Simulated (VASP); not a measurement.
Wanted: the native input for a VASP 6.6.1 run.

```
Task                   : single point
Functional             : PBE
Potentials or basis    : VASP PAW PBE potentials, release 64 (Mg, Ti_sv, Sb)
Cutoff                 : 520 eV
k mesh                 : 6 × 6 × 6
Occupations            : gaussian, width 0.1 eV
Spin                   : no spin polarisation
Dipole correction      : no
Further INCAR settings : ALGO = Normal; EDIFF = 1e-07; NBANDS = 21
```

The structure of Mg2TiSb2 lies in POSCAR:

```
Mg2TiSb2
1.0
   -2.1574828332      2.1574828332      5.6607222850
    2.1574828332     -2.1574828332      5.6607222850
    2.1574828332      2.1574828332     -5.6607222850
Mg Ti Sb
2 1 2
Direct
    0.6260000000      0.6260000000      0.0000000000
    0.3740000000      0.3740000000      0.0000000000
    0.0000000000      0.0000000000      0.0000000000
    0.2500000000      0.7500000000      0.5000000000
    0.7500000000      0.2500000000      0.5000000000
```

The input as run:

INCAR

```
PREC = Accurate
ENCUT = 520
EDIFF = 1E-7
ISMEAR = 0
SIGMA = 0.1
LREAL = F
LASPH = T
NELM = 60
ALGO = Normal
ISIF = 2
LWAVE = F
LCHARG = F
GGA = PE
NBANDS = 21
```

KPOINTS

```
Automatic mesh
0
Gamma
  6 6 6
```

Potentials or basis: VASP PAW PBE potentials, release 64 (Mg, Ti_sv, Sb).

Launch:

```console
$ cat potpaw_PBE.64/Mg/POTCAR potpaw_PBE.64/Ti_sv/POTCAR potpaw_PBE.64/Sb/POTCAR > POTCAR
$ mpirun -np 1 vasp_std > vasp.out
```

It gave:

```
Pressure               : 20.3 GPa
Largest force          : 4.044 eV/Å
Band gap on the k mesh : zero (bands 13 and 14 overlap by 0.90 eV)
```

Caveat: the cell stands under pressure; spin-orbit coupling is left out, which moves the levels of the heavy elements; forces of over 1 eV/Å act on the atoms, so gaps and moduli don't describe the material at rest.

Run time: 110 s on 1 thread of AMD EPYC 9R45 96-Core Processor (Zen 5), on a shared host, peak memory 0.33 GiB.
